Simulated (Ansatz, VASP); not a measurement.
One calculation of Os, two programs

```
Os
1.0
     3.62957    0.00000    0.00000
     0.00000    3.62957    0.00000
     0.00000    0.00000    3.62957
Os
3
Direct
  0.50000 0.00000 0.00000
  0.00000 0.50000 0.00000
  0.00000 0.00000 0.50000
```

Alike in both runs: task single point; functional PBE; k mesh 6 × 6 × 6; occupations gaussian, width 0.1 eV; no spin polarisation.

|  | VASP | Ansatz |
| --- | --- | --- |
| version | VASP 6.6.1 | Ansatz 0.2.0 |
| potentials or method | VASP PAW PBE potentials, release 64 (Os), cutoff 520 eV | scalar-relativistic, plane waves, PAW |
| valence electrons in the cell | 24 | 48 |

VASP gave:

```
gap on the k mesh at the Fermi level (eV) : none
pressure (GPa)                            : 24.1
```

**Question.** Estimate Ansatz's values.

**Answer.** gap on the k mesh at the Fermi level (eV): none; pressure (GPa): 23.8.

A gap of «none» marks a metal or a gap that the smearing closes. VASP's potentials hold 24 valence electrons a cell and Ansatz's 48, so a difference there can come from the potentials and not from the codes.

Spin-orbit coupling is off throughout.
